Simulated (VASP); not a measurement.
# Pd (I4/mmm) in VASP: further runs

Pd is run at these levels: PBEsol; tasks: single point.

Everything below comes from runs of VASP 6.6.1. Logs are shortened: lines on timing, memory, paths and dates and some standing lists are left out, and cuts for length are marked.

### 1 The cell of the first run

It takes space group I4/mmm (No. 139, tetragonal). The conventional cell has a = 2.640 Å, b = 2.640 Å, c = 4.045 Å, α = 90.00°, β = 90.00°, γ = 90.00°. Pd (site symmetry 4/mmm) has 12 Pd at 2.64 to 2.75 Å within 3.5 Å.

### 2 Single point, PBEsol (strain -0.040 along x and y, +0.040 along z)

File INCAR:

```
SYSTEM = Pd
PREC     = Accurate       ! precision mode
ENCUT    = 520            ! plane-wave cutoff, eV
EDIFF    = 1E-7           ! SCF threshold, eV
ISMEAR   = 0              ! smearing method
SIGMA    = 0.15           ! smearing width, eV
LREAL    = .FALSE.        ! projectors in reciprocal space
LASPH    = .TRUE.         ! aspherical terms in the spheres
NELM     = 60             ! most SCF steps
ALGO     = Normal         ! electronic algorithm
ISIF     = 2              ! what is computed and relaxed
LWAVE    = .FALSE.        ! write WAVECAR
LCHARG   = .FALSE.        ! write CHGCAR
GGA      = PS             ! functional
NBANDS   = 11             ! bands
```

File KPOINTS:

```
regular mesh
0
G
  20 20 20
  0 0 0
```

File POSCAR:

```
Pd
1.0
    0.0000000000      1.8671040000      2.0226960000
    1.8671040000      0.0000000000      2.0226960000
    1.8671040000      1.8671040000      0.0000000000
Pd
1
Direct
    0.0000000000      0.0000000000      0.0000000000
```

Potentials or basis: VASP PAW PBE potentials, release 64 (Pd).

Started as:

```sh
$ cat potpaw_PBE.64/Pd/POTCAR > POTCAR
$ mpirun -np 1 vasp_std > vasp.out
```

OUTCAR:

```text
SYSTEM = Pd
   PREC = Accurate
   ENCUT = 520
   EDIFF = 1E-7
   ISMEAR = 0
   LREAL = .FALSE.
   LASPH = .TRUE.
   NELM = 60
   ISIF = 2
   GGA = PS

 ion  position               nearest neighbor table
   1  0.000  0.000  0.000-

  LATTYP: Found a body centered tetragonal cell.
 ALAT       =     2.6404837992
 C/A-ratio  =     1.5320646926

  Lattice vectors:

 A1 = (  -1.8671040000,   0.0000000000,   2.0226960000)
 A2 = (   1.8671040000,   0.0000000000,   2.0226960000)
 A3 = (   0.0000000000,   1.8671040000,  -2.0226960000)

Analysis of symmetry for initial positions (statically):
=====================================================================
 Subroutine PRICEL returns:
 Original cell was already a primitive cell.

 Routine SETGRP: Setting up the symmetry group for a
 body centered tetragonal supercell.

 Subroutine GETGRP returns: Found 16 space group operations
 (whereof 16 operations were pure point group operations)
 out of a pool of 16 trial point group operations.

The static configuration has the point symmetry D_4h.

Analysis of symmetry for dynamics (positions and initial velocities):
=====================================================================
 Subroutine PRICEL returns:
 Original cell was already a primitive cell.

 Routine SETGRP: Setting up the symmetry group for a
 body centered tetragonal supercell.

 Subroutine GETGRP returns: Found 16 space group operations
 (whereof 16 operations were pure point group operations)
 out of a pool of 16 trial point group operations.

The dynamic configuration has the point symmetry D_4h.

 Subroutine INISYM returns: Found 16 space group operations
 (whereof 16 operations are pure point group operations),
 and found     1 'primitive' translations

----------------------------------------------------------------------------------------

                                     Primitive cell

  volume of cell :      14.1025

  direct lattice vectors                    reciprocal lattice vectors
     0.000000000  1.867104000  2.022696000    -0.267794402  0.267794402  0.247194833
     1.867104000  0.000000000  2.022696000     0.267794402 -0.267794402  0.247194833
     1.867104000  1.867104000  0.000000000     0.267794402  0.267794402 -0.247194833

  length of vectors
     2.752703481  2.752703481  2.640483799     0.452253214  0.452253214  0.452253214

  position of ions in fractional coordinates (direct lattice)
     0.000000000  0.000000000  0.000000000

  ion indices of the primitive-cell ions
   primitive index   ion index
                 1           1

----------------------------------------------------------------------------------------

 KPOINTS: regular mesh

Automatic generation of k-mesh.
 Grid dimensions read from file:
 generate k-points for:   20   20   20

 Generating k-lattice:

  Cartesian coordinates                     Fractional coordinates (reciprocal lattice)
    -0.013389720  0.013389720  0.012359742     0.050000000 -0.000000000  0.000000000
     0.013389720 -0.013389720  0.012359742    -0.000000000  0.050000000  0.000000000
     0.013389720  0.013389720 -0.012359742     0.000000000  0.000000000  0.050000000

  Length of vectors
     0.022612661  0.022612661  0.022612661

  Shift w.r.t. Gamma in fractional coordinates (k-lattice)
     0.000000000  0.000000000  0.000000000

 Subroutine IBZKPT returns following result:
 ===========================================

 Found    641 irreducible k-points:

 Following reciprocal coordinates:
            Coordinates               Weight
  0.000000  0.000000  0.000000      1.000000
  0.050000  0.000000  0.000000      8.000000
  0.100000  0.000000  0.000000      8.000000
  0.150000  0.000000  0.000000      8.000000
  0.200000  0.000000  0.000000      8.000000
  0.250000  0.000000  0.000000      8.000000
[... 16 lines left out ...]
 -0.400000  0.050000  0.000000      8.000000
 -0.350000  0.050000  0.000000      8.000000
 [... further k-points ...]
   k-points           NKPTS =    641   k-points in BZ     NKDIM =    641   number of bands    NBANDS=     11
   number of dos      NEDOS =    301   number of ions     NIONS =      1
   total plane-waves  NPLWV =   8000
   dimension x,y,z NGX =    20 NGY =   20 NGZ =   20
   dimension x,y,z NGXF=    40 NGYF=   40 NGZF=   40
   ions per type =               1
   NGX,Y,Z   is equivalent  to a cutoff of  12.08, 12.08, 12.59 a.u.
   NGXF,Y,Z  is equivalent  to a cutoff of  24.16, 24.16, 25.18 a.u.
 SYSTEM =  Pd
   PREC   = accura    normal or accurate (medium, high low for compatibility)
   ISTART =      0    job   : 0-new  1-cont  2-samecut
   ICHARG =      2    charge: 1-file 2-atom 10-const
   ISPIN  =      1    spin polarized calculation?
   LNONCOLLINEAR =      F non collinear calculations
   LSORBIT =      F    spin-orbit coupling
   LASPH  =      T    aspherical Exc in radial PAW
   ENCUT  =  520.0 eV  38.22 Ry    6.18 a.u.   5.12  5.12  4.91*2*pi/ulx,y,z
   NELM   =     60;   NELMIN=  2; NELMDL= -5     # of ELM steps
   EDIFF  = 0.1E-06   stopping-criterion for ELM
   LREAL  =      F    real-space projection
   EDIFFG = 0.1E-05   stopping-criterion for IOM
   NSW    =      0    number of steps for IOM
   IBRION =     -1    ionic relax: 0-MD 1-quasi-New 2-CG
   NFREE  =      0    steps in history (QN), initial steepest desc. (CG)
   ISIF   =      2    stress and relaxation
   ISYM   =      2    0-nonsym 1-usesym 2-fastsym
   POTIM  = 0.5000    time-step for ionic-motion
   TEBEG  =    0.0;   TEEND  =   0.0 temperature during run
   PSTRESS=    0.0 pullay stress
   NELECT =      10.0000    total number of electrons
   NUPDOWN=      -1.0000    fix difference up-down
   EMIN   =  10.00;   EMAX   =-10.00  energy-range for DOS
   EFERMI =   0.00;   METHOD = LEGACY
   ISMEAR =     0;   SIGMA  =   0.15  broadening in eV -4-tet -1-fermi 0-gaus
   EFERMI_NEDOS =   21; number of points for ismear=-14 and -15
   IALGO  =     38    algorithm
   IMIX   =      4    mixing-type and parameters
     AMIX     =   0.40;   BMIX     =  1.00
     AMIX_MAG =   1.60;   BMIX_MAG =  1.00
  volume/ion in A,a.u.               =      14.10        95.17
  Fermi-wavevector in a.u.,A,eV,Ry     =   1.459852  2.758721 28.996316  2.131169
  Thomas-Fermi vector in A             =   2.576371
   LORBIT       =      0    0 simple, 1 ext, 2 COOP (PROOUT), +10 PAW based schemes
   GGA     = PS    functional components
   LHFCALC =     F    Hartree Fock is set to
   AEXX    =    0.0000 exact exchange contribution
   IVDW    =     0    specifies the selected vdW correction
   LEPSILON=     F    determine dielectric tensor
   LRPA    =     F    only Hartree local field effects (RPA)
 non-spin polarized calculation
 Gauss-broadening in eV      SIGMA  =   0.15
  energy-cutoff  :      520.00
  volume of cell :       14.10
 maximum number of plane-waves:       392
   NGX = 11   NGY = 11   NGZ =  9

 number of electron      10.0000004 magnetization

 Free energy of the ion-electron system (eV)
  ---------------------------------------------------
  ext. energy  EPLUGINS =         0.00000000
  ---------------------------------------------------
  free energy    TOTEN  =        -5.94834684 eV

  energy without entropy =       -5.92351467  energy(sigma->0) =       -5.93593075

 E-fermi :  10.3900     XC(G=0): -13.6599

 val. band max:       10.3894728235   @ k =  -0.4500   0.0000   0.3000
 cond. band min:      10.3902289490   @ k =  -0.4500   0.0000   0.0500
 fundamental gap:      0.0007561255
 Fermi energy:        10.3899519533

 k-point     1 :       0.0000    0.0000    0.0000
  band No.  band energies     occupation
      1       2.8062      2.00000
      2       6.7930      2.00000
      3       7.6428      2.00000
      4       7.6428      2.00000
      5       8.6097      2.00000
      6       9.5031      2.00000
      7      27.6481      0.00000
      8      31.2508      0.00000
      9      33.2580      0.00000
     10      33.2580      0.00000
     11      36.3432      0.00000

 k-point     2 :       0.0500    0.0000    0.0000
  band No.  band energies     occupation
      1       2.9015      2.00000
      2       6.8136      2.00000
      3       7.6188      2.00000
      4       7.6762      2.00000
      5       8.6033      2.00000
      6       9.4764      2.00000
      7      27.7569      0.00000
      8      31.1601      0.00000
      9      32.8051      0.00000
     10      33.3753      0.00000
     11      36.3711      0.00000

 k-point     3 :       0.1000    0.0000    0.0000
  band No.  band energies     occupation
      1       3.1788      2.00000
      2       6.8612      2.00000
      3       7.5593      2.00000
      4       7.7686      2.00000
      5       8.6019      2.00000
      6       9.4063      2.00000
      7      28.0301      0.00000
      8      30.4261      0.00000
      9      32.4973      0.00000
     10      33.7107      0.00000
     11      36.3912      0.00000

 k-point     4 :       0.1500    0.0000    0.0000
  band No.  band energies     occupation
      1       3.6066      2.00000
      2       6.9086      2.00000
      3       7.4909      2.00000
      4       7.8937      2.00000
      5       8.6552      2.00000
      6       9.3252      2.00000
      7      28.1626      0.00000
      8      29.2017      0.00000
      9      32.8486      0.00000
     10      34.2101      0.00000
     11      36.4126      0.00000
[... 239 lines left out ...]
 k-point    22 :      -0.4500    0.0500    0.0000
  band No.  band energies     occupation
      1       4.7698      2.00000
      2       6.8966      2.00000
      3       7.7133      2.00000
      4       9.9092      1.99999
      5      10.1596      1.97012
      6      11.7918      0.00000
      7      18.2698      0.00000
      8      26.6777      0.00000
      9      30.9582      0.00000
     10      32.8455      0.00000
     11      36.3724      0.00000

 k-point    23 :      -0.4000    0.0500    0.0000
  band No.  band energies     occupation
      1       4.8145      2.00000
      2       6.9579      2.00000
      3       7.7557      2.00000
      4       9.5234      2.00000
      5       9.9806      1.99989
      6      11.2395      0.00000
      7      19.3514      0.00000
      8      26.8872      0.00000
      9      31.2044      0.00000
     10      33.4829      0.00000
     11      36.3726      0.00000

 k-point    24 :      -0.3500    0.0500    0.0000
  band No.  band energies     occupation
      1       4.8749      2.00000
      2       7.0463      2.00000
      3       7.8406      2.00000
      4       8.8179      2.00000
      5       9.7288      2.00000
      6      10.6005      0.04719
      7      20.9460      0.00000
      8      27.2808      0.00000
      9      31.7612      0.00000
     10      34.4082      0.00000
     11      36.5108      0.00000

 [... further k-points ...]

------------------------ aborting loop because EDIFF is reached ----------------------------------------

  FORCE on cell =-STRESS in cart. coord.  units (eV):
  Direction    XX          YY          ZZ          XY          YZ          ZX
  --------------------------------------------------------------------------------------
  -------------------------------------------------------------------------------------
  Total        0.8424984      0.8424984      0.2143487      0.0000000     -0.0000000      0.0000000
  in kB       95.7154508     95.7154508     24.3519550      0.0000000     -0.0000000      0.0000000
  external PRESSURE =      71.9276189 kB  Pullay stress =       0.0000000 kB

 VOLUME and BASIS-vectors are now :
 -----------------------------------------------------------------------------
  energy-cutoff  :      520.00
  volume of cell :       14.10
      direct lattice vectors                 reciprocal lattice vectors
     0.000000000  1.867104000  2.022696000    -0.267794402  0.267794402  0.247194833
     1.867104000  0.000000000  2.022696000     0.267794402 -0.267794402  0.247194833
     1.867104000  1.867104000  0.000000000     0.267794402  0.267794402 -0.247194833

 POSITION                                       TOTAL-FORCE (eV/Angst)
 -----------------------------------------------------------------------------------
      0.00000      0.00000      0.00000        -0.000000      0.000000      0.000000
 -----------------------------------------------------------------------------------
    total drift:                               -0.000000     -0.000000     -0.000000

  FREE ENERGIE OF THE ION-ELECTRON SYSTEM (eV)
  ---------------------------------------------------
  free  energy   TOTEN  =        -5.9483468415 eV

  energy  without entropy=       -5.9235146661  energy(sigma->0) =       -5.93593075
```

Run time: 1.9 min. Hardware: 1 thread of AMD EPYC 7R13, shared host; peak memory 0.18 GiB.

Results:

```yaml
Free_energy: -5.9483 eV
Pressure: 7.2 GPa
Band_gap_on_the_k_mesh: zero (bands 5 and 6 overlap by 1.97 eV)
```

Stress tensor (GPa, compression positive):
```
9.57 0.00 0.00
0.00 9.57 0.00
0.00 0.00 2.44
```

Levels at points of the mesh, in eV from the Fermi level:
| k point | band 1 | band 2 | band 3 | band 4 | band 5 | band 6 | band 7 | band 8 | band 9 | band 10 |
| --- | --- | --- | --- | --- | --- | --- | --- | --- | --- | --- |
| (0.00, 0.00, 0.00) | -7.58 | -3.60 | -2.75 | -2.75 | -1.78 | -0.89 | 17.26 | 20.86 | 22.87 | 22.87 |
| (0.50, 0.00, 0.00) | -5.69 | -3.47 | -2.72 | -0.16 | 0.15 | 0.85 | 7.69 | 16.30 | 20.93 | 22.34 |
| (0.50, 0.50, 0.00) | -5.80 | -5.53 | 0.02 | 0.30 | 0.30 | 2.24 | 9.77 | 14.41 | 14.41 | 23.03 |
| (0.50, 0.00, 0.50) | -5.82 | -5.45 | -0.09 | 0.01 | 0.65 | 3.83 | 11.95 | 12.66 | 13.18 | 21.85 |

Caveat: the cell differs from its parent crystal (strain -0.040 along x and y, +0.040 along z); the stress differs along the axes, from 2 to 10 GPa; the PAW data sets were made with another functional, which shifts forces and pressure a little.

### 3 Single point, PBEsol (strain +0.000 along x and y, +0.040 along z)

File INCAR:

```
SYSTEM = Pd
ALGO = Normal
EDIFF = 1E-7
ENCUT = 520
GGA = PS
ISIF = 2
ISMEAR = 0
LASPH = .True.
LCHARG = .True.
LELF = .True.
LREAL = .False.
LVHAR = .True.
LWAVE = .False.
NBANDS = 11
NELM = 80
PREC = Accurate
SIGMA = 0.15
```

File KPOINTS:

```
k-points
0
Gamma
  20 20 20
  0 0 0
```

File POSCAR:

```
Pd
1.0
    0.0000000000      1.9449000000      2.0226960000
    1.9449000000      0.0000000000      2.0226960000
    1.9449000000      1.9449000000      0.0000000000
Pd
1
Direct
    0.0000000000      0.0000000000      0.0000000000
```

Potentials or basis: VASP PAW PBE potentials, release 64 (Pd).

Started as:

```sh
$ cat potpaw_PBE.64/Pd/POTCAR > POTCAR
$ mpirun -np 1 vasp_std > vasp.out
```

Run time: 3.2 min. Hardware: 1 thread of AMD EPYC 7R13, shared host; peak memory 0.19 GiB.

It converged, with:

| Property | Result |
| --- | --- |
| Free energy | -5.9475 eV |
| Pressure | -9.1 GPa |
| Band gap on the k mesh | zero (bands 5 and 6 overlap by 1.59 eV) |

Stress tensor (GPa, compression positive):
```
 -8.32   0.00   0.00
  0.00  -8.32   0.00
  0.00   0.00 -10.56
```

Levels at points of the mesh, in eV from the Fermi level:
```csv
k point,band 1,band 2,band 3,band 4,band 5,band 6,band 7,band 8,band 9,band 10
"(0.00, 0.00, 0.00)",-6.95,-2.93,-2.56,-2.56,-1.35,-0.97,17.13,21.10,21.96,21.96
"(0.50, 0.00, 0.00)",-5.06,-2.89,-2.56,-0.09,0.05,1.01,6.99,16.39,20.31,21.09
"(0.50, 0.50, 0.00)",-5.12,-4.85,-0.03,0.26,0.26,2.78,9.66,13.41,13.41,21.39
"(0.50, 0.00, 0.50)",-5.11,-4.83,-0.06,0.15,0.40,3.52,10.69,12.60,12.78,20.77
```

Caveat: the cell differs from its parent crystal (strain +0.000 along x and y, +0.040 along z); the cell stands under tension; the PAW data sets were made with another functional, which shifts forces and pressure a little.

### 4 Single point, PBEsol (strain +0.000 along x and y, +0.080 along z)

File INCAR:

```
SYSTEM = Pd
PREC = Accurate ; ENCUT = 520
EDIFF = 1E-6 ; ISMEAR = 0
SIGMA = 0.15 ; LREAL = .FALSE.
LASPH = .TRUE. ; NELM = 80
ALGO = Normal ; ISIF = 2
LWAVE = .FALSE. ; LCHARG = .TRUE.
GGA = PS ; LELF = .TRUE.
LVHAR = .TRUE. ; NBANDS = 11
```

File KPOINTS:

```
regular mesh
0
G
  20 20 20
  0 0 0
```

File POSCAR:

```
Pd
1.0
    0.0000000000      1.9449000000      2.1004920000
    1.9449000000      0.0000000000      2.1004920000
    1.9449000000      1.9449000000      0.0000000000
Pd
1
Direct
    0.0000000000      0.0000000000      0.0000000000
```

Started as:

```sh
$ cat potpaw_PBE.64/Pd/POTCAR > POTCAR
$ mpirun -np 1 vasp_std > vasp.out
```

Run time: 3 min. Hardware: 1 thread of AMD EPYC 7R13, shared host; peak memory 0.2 GiB.

Results (log left out):

```
Free energy            : -5.8974 eV
Pressure               : -13.9 GPa
Band gap on the k mesh : zero (bands 5 and 6 overlap by 1.60 eV)
```

Stress tensor (GPa, compression positive):
```
-12.57   0.00   0.00
  0.00 -12.57   0.00
  0.00   0.00 -16.59
```

Levels at points of the mesh, in eV from the Fermi level:
```tsv
k point	band 1	band 2	band 3	band 4	band 5	band 6	band 7	band 8	band 9	band 10
(0.00, 0.00, 0.00)	-6.66	-2.97	-2.27	-2.27	-1.46	-0.75	17.17	20.42	21.94	21.94
(0.50, 0.00, 0.00)	-4.77	-2.85	-2.25	-0.14	0.11	1.11	6.74	16.14	19.80	21.16
(0.50, 0.50, 0.00)	-4.82	-4.59	0.00	0.23	0.23	2.39	8.70	13.67	13.67	21.29
(0.50, 0.00, 0.50)	-4.81	-4.51	-0.08	0.01	0.50	3.77	10.64	12.16	12.44	20.10
```

Caveat: the cell differs from its parent crystal (strain +0.000 along x and y, +0.080 along z); the cell stands under tension; the PAW data sets were made with another functional, which shifts forces and pressure a little.

### 5 Summary

| cell | gap on the mesh (eV) | pressure (GPa) |
| --- | --- | --- |
| a = 2.753, b = 2.753, c = 2.640 Å, angles 61.3, 61.3, 57.3°, 1 atom | none | 7.2 |
| a = 2.806, b = 2.806, c = 2.751 Å, angles 60.7, 60.7, 58.7°, 1 atom | none | -9.1 |
| a = 2.863, b = 2.863, c = 2.751 Å, angles 61.3, 61.3, 57.4°, 1 atom | none | -13.9 |

Alike in all rows: task single point; level PBEsol; potentials or basis VASP PAW PBE potentials, release 64 (Pd); no spin polarisation; k mesh 20 × 20 × 20; cutoff (eV) 520; smearing gaussian 0.15 eV.

Caveats: the PAW data sets were made with another functional, which shifts forces and pressure a little; the cell stands under tension (at least some runs); the stress differs along the axes, from 2 to 10 GPa (at least some runs).

Absolute energies hang on the potentials; compare differences alone.
